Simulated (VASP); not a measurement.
Runs of VASP 6.6.1 on Cu. The structure is that of space group Fm-3m (No. 225), or close to it. The cells are those of the table. 

```csv
cell,gap on the mesh (eV),pressure (GPa)
"a = 2.510 Å, angles 60.0°, 1 atom",none,-3.7
"a = 2.486 Å, angles 60.0°, 1 atom",none,1.4
"a = 2.601 Å, angles 60.0°, 1 atom",none,(a)
"a = 2.579 Å, angles 60.0°, 1 atom",none,-14.7
"a = 2.623 Å, angles 60.0°, 1 atom",none,-19.4
"a = 2.533 Å, angles 60.0°, 1 atom",none,(b)
"a = 2.556 Å, angles 60.0°, 1 atom",none,-11.7
```

Alike in all rows: task single point; level LDA; potentials or basis VASP PAW LDA potentials, release 64 (Cu); no spin polarisation; k mesh 14 × 14 × 14; cutoff (eV) 520; smearing methfessel-paxton 0.15 eV.

Estimate the missing entries.

(a) -17.3; (b) -8.1.

A gap of «none» marks levels without a gap at the run's occupations.
